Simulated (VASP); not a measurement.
Cu:

```xyz
8
Lattice="-2.9356 2.9356 2.9356 2.9356 -2.9356 2.9356 2.9356 2.9356 -2.9356" Properties=species:S:1:pos:R:3 pbc="T T T"
Cu    0.6047    0.6047    0.6047
Cu   -0.6047    2.3308    0.6047
Cu    0.6047   -0.6047    2.3308
Cu    2.3308    0.6047   -0.6047
Cu    2.3308    2.3308    2.3308
Cu    0.6047    3.5403   -0.6047
Cu   -0.6047    0.6047    3.5403
Cu    3.5403   -0.6047    0.6047
```

| Quantity | Value |
| --- | --- |
| Program | VASP 6.6.1 |
| Task | relaxation of cell and atoms |
| Functional | PBE |
| Potentials or basis | VASP PAW PBE potentials, release 64 (Cu) |
| Cutoff | 600 eV |
| k mesh | 4 × 4 × 4 |
| Occupations | gaussian, width 0.1 eV |
| Spin | no spin polarisation |

At the start: pressure 37.3 GPa; volume 12.65 Å³/atom.

Where does the relaxation end?

Over 11 steps the energy falls by 365.6 meV/atom and the volume is 16.06 Å³/atom (+27.0 %); space group Ia-3 (No. 206, to 0.05 Å).

The path:
```tsv
step	energy change (eV)	largest force (eV/Å)	pressure (GPa)	volume (Å³)
1	0.0000	1.8609	37.30	101.19
2	-2.2522	0.1837	-7.86	150.72
3	-2.8301	0.0784	0.12	129.32
4	-2.9183	0.0643	-0.56	129.93
5	-2.9206	0.0661	0.10	128.95
6	-2.9207	0.0659	0.40	128.72
7	-2.9207	0.0680	0.15	128.84
8	-2.9207	0.0626	0.36	128.78
9	-2.9207	0.0701	0.31	128.81
10	-2.9228	0.0484	-0.25	128.74
11	-2.9248	0.0082	-0.07	128.52
```

Final structure:
```
Cu
1.0
    -3.17909    3.17909    3.17909
     3.17909   -3.17909    3.17909
     3.17909    3.17909   -3.17909
Cu
8
Direct
  0.22189 0.22189 0.22189
  0.50000 0.00000 0.27811
  0.27811 0.50000 0.00000
  0.00000 0.27811 0.50000
  0.77811 0.77811 0.77811
  0.50000 0.00000 0.72189
  0.72189 0.50000 0.00000
  0.00000 0.72189 0.50000
```

Caveat: the k points lie up to 0.35 Å⁻¹ apart in the final cell; the volume moved by over 15 % at a fixed basis, so the end points are rough.
